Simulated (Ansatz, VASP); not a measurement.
Two plane-wave programs on TiC

```xyz
2
Lattice="0.0000 2.1304 2.1304 2.1304 0.0000 2.1304 2.1304 2.1304 0.0000" Properties=species:S:1:pos:R:3 pbc="T T T"
Ti    0.0000    0.0000    0.0000
C     2.1304    2.1304    2.1304
```

Alike in both runs: functional LDA; k mesh 14 × 14 × 14; occupations gaussian, width 0.1 eV; no spin polarisation.

Ansatz relaxed the structure, and its values are those at the end. VASP's run is a single point on that final structure, the one shown.

|  | VASP | Ansatz |
| --- | --- | --- |
| version | VASP 6.6.1 | Ansatz 0.2.0 |
| potentials or method | VASP PAW LDA potentials, release 64 (Ti_sv, C), cutoff 520 eV | scalar-relativistic, plane waves, PAW |
| valence electrons in the cell | 16 | 16 |

```csv
,VASP,Ansatz,Ansatz less VASP
gap on the k mesh at the Fermi level (eV),none,none,-
pressure (GPa),0.7,0.0,-0.70
```

Ansatz warns that its potentials were made for another functional, while VASP's fit it. LDA's correlation is that of Perdew and Zunger in VASP and of Perdew and Wang (1992) in Ansatz. A gap of «none» marks a metal or a gap that the smearing closes.
